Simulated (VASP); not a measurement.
# CaSe (Fm-3m) in VASP: notebook, part 2 of 2

VASP 6.6.1. The steps go on from the part before.

### 3 Electric field gradients, PBE

This run uses another cell than the first one: it holds 16 atoms, not 2.

INCAR reads:

```
SYSTEM = CaSe
  PREC = Accurate
  ENCUT = 520
  EDIFF = 1E-8
  ISMEAR = 0
  SIGMA = 0.01
  LREAL = Auto
  LASPH = .True.
  NELM = 60
  ALGO = Normal
  ISIF = 2
  LWAVE = .False.
  LCHARG = .False.
  GGA = PE
  LEFG = .True.
  NBANDS = 78
```

KPOINTS reads:

```
regular mesh
0
Gamma
  3 3 3
  0 0 0
```

POSCAR reads:

```
CaSe
1.0
    0.0000000000      5.9120000000      5.9120000000
    5.9120000000      0.0000000000      5.9120000000
    5.9120000000      5.9120000000      0.0000000000
Ca Se
8 8
Direct
    0.0000000000      0.0000000000      0.0000000000
    0.0000000000      0.0000000000      0.5000000000
    0.0000000000      0.5000000000      0.0000000000
    0.0000000000      0.5000000000      0.5000000000
    0.5000000000      0.0000000000      0.0000000000
    0.5000000000      0.0000000000      0.5000000000
    0.5000000000      0.5000000000      0.0000000000
    0.5000000000      0.5000000000      0.5000000000
    0.2500000000      0.2500000000      0.2500000000
    0.2500000000      0.2500000000      0.7500000000
    0.2500000000      0.7500000000      0.2500000000
    0.2500000000      0.7500000000      0.7500000000
    0.7500000000      0.2500000000      0.2500000000
    0.7500000000      0.2500000000      0.7500000000
    0.7500000000      0.7500000000      0.2500000000
    0.7500000000      0.7500000000      0.7500000000
```

Potentials or basis: VASP PAW PBE potentials, release 64 (Ca_sv, Se).

The run is started by

```console
$ cat potpaw_PBE.64/Ca_sv/POTCAR potpaw_PBE.64/Se/POTCAR > POTCAR
$ mpirun -np 1 vasp_std > vasp.out
```

OUTCAR:

```text
SYSTEM = CaSe
   PREC = Accurate
   ENCUT = 520
   EDIFF = 1E-8
   ISMEAR = 0
   LREAL = Auto
   LASPH = .True.
   NELM = 60
   ISIF = 2
   GGA = PE

 ion  position               nearest neighbor table
   1  0.000  0.000  0.000-  10 2.96  11 2.96  12 2.96  13 2.96  14 2.96  15 2.96
   2  0.000  0.000  0.500-   9 2.96  11 2.96  12 2.96  13 2.96  14 2.96  16 2.96
   3  0.000  0.500  0.000-   9 2.96  10 2.96  12 2.96  13 2.96  15 2.96  16 2.96
   4  0.000  0.500  0.500-   9 2.96  10 2.96  11 2.96  14 2.96  15 2.96  16 2.96
   5  0.500  0.000  0.000-   9 2.96  10 2.96  11 2.96  14 2.96  15 2.96  16 2.96
   6  0.500  0.000  0.500-   9 2.96  10 2.96  12 2.96  13 2.96  15 2.96  16 2.96
[... 8 lines left out ...]
  15  0.750  0.750  0.250-   1 2.96   3 2.96   4 2.96   5 2.96   6 2.96   8 2.96
  16  0.750  0.750  0.750-   2 2.96   3 2.96   4 2.96   5 2.96   6 2.96   7 2.96
[... 6 lines left out ...]
 A1 = (   0.0000000000,   5.9120000000,   5.9120000000)
 A2 = (   5.9120000000,   0.0000000000,   5.9120000000)
 A3 = (   5.9120000000,   5.9120000000,   0.0000000000)

Analysis of symmetry for initial positions (statically):
=====================================================================
 Subroutine PRICEL returns following result:

  LATTYP: Found a face centered cubic cell.
 ALAT       =     5.9120000000

  Lattice vectors:

 A1 = (   0.0000000000,   2.9560000000,   2.9560000000)
 A2 = (   2.9560000000,   0.0000000000,   2.9560000000)
 A3 = (   2.9560000000,   2.9560000000,   0.0000000000)

   8 primitive cells build up your supercell.

 Routine SETGRP: Setting up the symmetry group for a
 face centered cubic supercell.

 Subroutine GETGRP returns: Found 48 space group operations
 (whereof 48 operations were pure point group operations)
 out of a pool of 48 trial point group operations.

The static configuration has the point symmetry O_h .

Analysis of symmetry for dynamics (positions and initial velocities):
=====================================================================
 Subroutine PRICEL returns following result:

  LATTYP: Found a face centered cubic cell.
 ALAT       =     5.9120000000

  Lattice vectors:

 A1 = (   0.0000000000,   2.9560000000,   2.9560000000)
 A2 = (   2.9560000000,   0.0000000000,   2.9560000000)
 A3 = (   2.9560000000,   2.9560000000,   0.0000000000)

   8 primitive cells build up your supercell.

 Routine SETGRP: Setting up the symmetry group for a
 face centered cubic supercell.

 Subroutine GETGRP returns: Found 48 space group operations
 (whereof 48 operations were pure point group operations)
 out of a pool of 48 trial point group operations.

The dynamic configuration has the point symmetry O_h .

 Subroutine INISYM returns: Found 48 space group operations
 (whereof 48 operations are pure point group operations),
 and found     8 'primitive' translations

----------------------------------------------------------------------------------------

                                     Primitive cell

  volume of cell :      51.6587

[... 100 lines left out ...]
  energy-cutoff  :      520.00
  volume of cell :      413.27
 maximum number of plane-waves:     11150
 NGX is ok and might be reduce to    64

 number of electron     127.9999984 magnetization

 Free energy of the ion-electron system (eV)
  ---------------------------------------------------
  ext. energy  EPLUGINS =         0.00000000
  ---------------------------------------------------
  free energy    TOTEN  =       -75.83673692 eV

  energy without entropy =      -75.83673692  energy(sigma->0) =      -75.83673692

 E-fermi :   2.5576     XC(G=0):  -9.1620

 val. band max:        2.4590856162   @ k =   0.0000   0.0000   0.0000
 cond. band min:       4.4780475670   @ k =   0.0000   0.0000   0.0000
 fundamental gap:      2.0189619509
 Fermi energy:         2.5575500915

 k-point     1 :       0.0000    0.0000    0.0000
  band No.  band energies     occupation
      1     -37.2864      2.00000
      2     -37.2796      2.00000
      3     -37.2796      2.00000
      4     -37.2796      2.00000
      5     -37.2796      2.00000
      6     -37.2774      2.00000
[... 305 lines left out ...]
     75       6.9776      0.00000
     76       6.9776      0.00000
 [bands above 76 left out]

------------------------ aborting loop because EDIFF is reached ----------------------------------------

  FORCE on cell =-STRESS in cart. coord.  units (eV):
  Direction    XX          YY          ZZ          XY          YZ          ZX
  --------------------------------------------------------------------------------------
  -------------------------------------------------------------------------------------
  Total        3.4638035      3.4638035      3.4638035     -0.0000000      0.0000000      0.0000000
  in kB       13.4285944     13.4285944     13.4285944     -0.0000000      0.0000000      0.0000000
  external PRESSURE =      13.4285944 kB  Pullay stress =       0.0000000 kB

 VOLUME and BASIS-vectors are now :
 -----------------------------------------------------------------------------
  energy-cutoff  :      520.00
  volume of cell :      413.27
      direct lattice vectors                 reciprocal lattice vectors
     0.000000000  5.912000000  5.912000000    -0.084573748  0.084573748  0.084573748
     5.912000000  0.000000000  5.912000000     0.084573748 -0.084573748  0.084573748
     5.912000000  5.912000000  0.000000000     0.084573748  0.084573748 -0.084573748

 POSITION                                       TOTAL-FORCE (eV/Angst)
 -----------------------------------------------------------------------------------
      0.00000      0.00000      0.00000        -0.000000     -0.000000     -0.000000
      2.95600      2.95600      0.00000         0.000000     -0.000000     -0.000000
      2.95600      0.00000      2.95600         0.000000      0.000000     -0.000000
      5.91200      2.95600      2.95600         0.000000      0.000000      0.000000
      0.00000      2.95600      2.95600        -0.000000     -0.000000      0.000000
      2.95600      5.91200      2.95600        -0.000000     -0.000000      0.000000
[... 8 lines left out ...]
      5.91200      5.91200      8.86800         0.000000      0.000000      0.000000
      8.86800      8.86800      8.86800         0.000000      0.000000      0.000000
 -----------------------------------------------------------------------------------
    total drift:                                0.000000      0.000000      0.000000

  FREE ENERGIE OF THE ION-ELECTRON SYSTEM (eV)
  ---------------------------------------------------
  free  energy   TOTEN  =       -75.8367369228 eV

  energy  without entropy=      -75.8367369228  energy(sigma->0) =      -75.83673692

 Electric field gradients (V/A^2)
---------------------------------------------------------------------
 ion       V_xx      V_yy      V_zz      V_xy      V_xz      V_yz
---------------------------------------------------------------------
   1      -0.000     0.000     0.000     0.000     0.000     0.000
   2      -0.000     0.000     0.000     0.000     0.000     0.000
   3      -0.000     0.000     0.000     0.000     0.000     0.000
   4      -0.000     0.000     0.000     0.000     0.000     0.000
   5       0.000     0.000     0.000     0.000     0.000     0.000
   6       0.000     0.000     0.000     0.000     0.000     0.000
[... 8 lines left out ...]
  15      -0.000    -0.000    -0.000    -0.000    -0.000    -0.000
  16      -0.000    -0.000    -0.000    -0.000    -0.000    -0.000
---------------------------------------------------------------------

 Electric field gradients after diagonalization (V/A^2)
 (convention: |V_zz| > |V_xx| > |V_yy|)
----------------------------------------------------------------------
 ion       V_xx      V_yy      V_zz     asymmetry (V_yy - V_xx)/ V_zz
----------------------------------------------------------------------
   1      -0.000    -0.000     0.000       0.000
   2      -0.000    -0.000     0.000       0.000
   3      -0.000    -0.000     0.000       0.000
   4      -0.000    -0.000     0.000       0.000
   5      -0.000    -0.000     0.000       0.000
   6      -0.000    -0.000     0.000       0.000
[... 8 lines left out ...]
  15       0.000     0.000    -0.001       0.000
  16       0.000     0.000    -0.001       0.000
----------------------------------------------------------------------

           NMR quadrupolar parameters

 Cq : quadrupolar parameter    Cq=e*Q*V_zz/h
 eta: asymmetry parameters     (V_yy - V_xx)/ V_zz
 Q  : nuclear electric quadrupole moment in mb (millibarn)
----------------------------------------------------------------------
 ion       Cq(MHz)       eta       Q (mb)
----------------------------------------------------------------------
   1       0.000       0.000       1.000
   2       0.000       0.000       1.000
   3       0.000       0.000       1.000
   4       0.000       0.000       1.000
   5       0.000       0.000       1.000
   6       0.000       0.000       1.000
[... 8 lines left out ...]
  15      -0.000       0.000       1.000
  16      -0.000       0.000       1.000
----------------------------------------------------------------------
```

It took 5.2 min on 1 thread of AMD EPYC 7R13 (Zen 3), shared host; peak memory 0.54 GiB.

What came out:

```yaml
Free_energy: -75.8367 eV
Pressure: 1.3 GPa
Band_gap_on_the_k_mesh: 2.02 eV
Largest_electric_field_gradient_by_atom: zero within the noise of the run
```

Levels at points of the mesh, in eV from the valence-band top:
```
           k point  band 62  band 63  band 64  band 65  band 66  band 67
(0.00, 0.00, 0.00)     0.00     0.00     0.00     2.02     2.02     2.02
```

Caveat: an odd mesh through Γ misses points on the zone boundary, where band edges can lie.
